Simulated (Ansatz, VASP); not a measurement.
Given: the input of a run of VASP 6.6.1 on PtSe2.

The input POSCAR:

```
PtSe2
1.0
    3.6990059583      0.0000000000      0.0000000000
   -1.8495029792      3.2034331287      0.0000000000
    0.0000000000      0.0000000000      5.0280258220
Pt Se
1 2
Direct
    0.0000000000      0.0000000000      0.0000000000
    0.6666666667      0.3333333333      0.7500000000
    0.3333333333      0.6666666667      0.2500000000
```

INCAR.step1

```
PREC = Accurate
ENCUT = 520
ISMEAR = -1
SIGMA = 0.05
LREAL = False
LASPH = True
NELM = 100
NBANDS = 18
GGA = PE
ALGO = Normal
EDIFF = 1E-4
LWAVE = True
LCHARG = False
```

The input INCAR.step2:

```
PREC = Accurate
ENCUT = 520
EDIFF = 1E-7
ISMEAR = -1
SIGMA = 0.05
LREAL = False
LASPH = True
NELM = 100
ALGO = Normal
ISIF = 2
LWAVE = False
LCHARG = False
METAGGA = R2SCAN
LMIXTAU = True
NBANDS = 18
ISTART = 1
```

Contents of KPOINTS:

```
regular mesh
0
Gamma
  8 8 5
```

Potentials or basis: VASP PAW PBE potentials, release 64 (Pt, Se).

Command:

```console
$ cat potpaw_PBE.64/Pt/POTCAR potpaw_PBE.64/Se/POTCAR > POTCAR
$ cp INCAR.step1 INCAR
$ mpirun -np 1 vasp_std > vasp.out
$ cp INCAR.step2 INCAR
$ mpirun -np 1 vasp_std > vasp.out
```

Problem. Translate it to Ansatz 0.2.0. Potentials there: Ansatz PAW.

Solution. As run (the cutoff follows the program's own potentials):

File input.yaml:

```yaml
crystal:
  lattice:
    - [3.6990059583, 0.0, 0.0]
    - [-1.8495029792, 3.2034331287, 0.0]
    - [0.0, 0.0, 5.028025822]
  atoms:
    - { symbol: Pt, position: [0.0, 0.0, 0.0] }
    - { symbol: Se, position: [0.6666666667, 0.3333333333, 0.75] }
    - { symbol: Se, position: [0.3333333333, 0.6666666667, 0.25] }
hamiltonian:
  xc: r2scan
  pseudopotentials: { kind: paw }
kpoints:
  mp_grid: { grid: [8, 8, 5] }
scf:
  occupations: { method: fermi_dirac, width: 0.05 }
output:
  forces: true
  stress: true
  eigenvalues: true
```

Potentials or basis: Ansatz PAW.

Command:

```bash
$ ansatz run input.yaml --threads 2 --pin off --max-ram 5632MiB --backend cpu --events-out ev --progress --plain --runs-dir out
```

Both were run:

|  | VASP | Ansatz | Ansatz less VASP |
| --- | --- | --- | --- |
| gap on the k mesh at the Fermi level (eV) | none | none | - |
| pressure (GPa) | 8.1 | 8.0 | -0.13 |
| traceless stress, the component that is largest in VASP (GPa) | -0.67 | -0.60 | +0.073 |
| rms of the force components (eV/Å) | 0.310 | 0.300 | -0.0097 |

VASP's potentials were made for PBE, not for r2SCAN. Atom by atom the forces differ by 0.010 eV/Å (rms over components). A gap of «none» marks a metal or a gap that the smearing closes. VASP's potentials hold 22 valence electrons a cell and Ansatz's 50, so a difference there can come from the potentials and not from the codes.

Neither program's run includes spin-orbit coupling.
